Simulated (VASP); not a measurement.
Wanted: the native input for a VASP 6.6.1 run.

| Property | Result |
| --- | --- |
| Task | electric field gradients |
| Functional | PBE |
| Potentials or basis | VASP PAW PBE potentials, release 64 (Ti_sv) |
| Cutoff | 520 eV |
| k mesh | 14 × 14 × 14 |
| Occupations | fermi-dirac, width 0.05 eV |
| Spin | no spin polarisation |
| Dipole correction | no |
| Further INCAR settings | ALGO = Normal; EDIFF = 1e-08; NBANDS = 12 |

The structure of Ti lies in POSCAR:

```
Ti
1.0
    0.0000000000      2.0199254961      2.0503000000
    2.0199254961      0.0000000000      2.0503000000
    2.0199254961      2.0199254961      0.0000000000
Ti
1
Direct
    0.0000000000      0.0000000000      0.0000000000
```

This cell differs from its parent crystal: z stretched by +1 % at fixed volume.

One way to write it, as run:

INCAR

```
SYSTEM = Ti
PREC = Accurate
ENCUT = 520
EDIFF = 1E-8
ISMEAR = -1
SIGMA = 0.05
LREAL = .False.
LASPH = .True.
NELM = 100
ALGO = Normal
ISIF = 2
LWAVE = .False.
LCHARG = .False.
GGA = PE
LEFG = .True.
NBANDS = 12
```

KPOINTS

```
regular mesh
0
Gamma
  14 14 14
  0 0 0
```

Potentials or basis: VASP PAW PBE potentials, release 64 (Ti_sv).

Command:

```console
$ cat potpaw_PBE.64/Ti_sv/POTCAR > POTCAR
$ mpirun -np 1 vasp_std > vasp.out
```

Results of the run:

The pressure is 4.1 GPa and the band gap on the k mesh is zero (band 6 reaches 9.44 eV, above the bottom of band 7 at 8.17 eV).

Caveat: without QUAD_EFG the Cq values of the log hold for a quadrupole moment of 1 mb, not for the nuclei.

It took 2.9 min on 1 thread of AMD EPYC 7R13, on a shared host, peak memory 0.14 GiB.
